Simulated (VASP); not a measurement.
Write the native input for VASP 6.6.1 that does the following.

* Task: single point
* Functional: LDA
* Potentials or basis: VASP PAW LDA potentials, release 64 (S, C)
* Cutoff: 520 eV
* k mesh: 6 × 6 × 3
* Occupations: fermi-dirac, width 0.05 eV
* Spin: no spin polarisation
* Dipole correction: no
* Further INCAR settings: ALGO = Normal; EDIFF = 1e-06; NBANDS = 25

The structure of CS2 lies in POSCAR:

```
CS2
1.0
    3.6457880000     -2.9943140000      0.0000000000
    3.6457880000      2.9943140000      0.0000000000
    0.0000000000      0.0000000000      9.8512570000
S C
4 2
Direct
    0.1815210000      0.8184790000      0.8868670000
    0.3184790000      0.6815210000      0.3868670000
    0.6815210000      0.3184790000      0.6131330000
    0.8184790000      0.1815210000      0.1131330000
    0.5000000000      0.5000000000      0.5000000000
    0.0000000000      0.0000000000      0.0000000000
```

The input as run:

INCAR

```
PREC = Accurate ; ENCUT = 520
EDIFF = 1E-6 ; ISMEAR = -1
SIGMA = 0.05 ; LREAL = False
LASPH = True ; NELM = 60
ALGO = Normal ; ISIF = 2
LWAVE = False ; LCHARG = False
GGA = CA ; NBANDS = 25
```

KPOINTS

```
regular mesh
0
Gamma
  6 6 3
```

Potentials or basis: VASP PAW LDA potentials, release 64 (S, C).

Launch:

```console
$ cat potpaw_LDA.64/S/POTCAR potpaw_LDA.64/C/POTCAR > POTCAR
$ mpirun -np 1 vasp_std > vasp.out
```

It gave:

```
Pressure               : -1.6 GPa
Largest force          : 0.502 eV/Å
Band gap on the k mesh : 3.34 eV
```

Run time: 78 s on 1 thread of Intel(R) Xeon(R) Platinum 8488C (Sapphire Rapids), with other jobs on the host, peak memory 0.3 GiB.
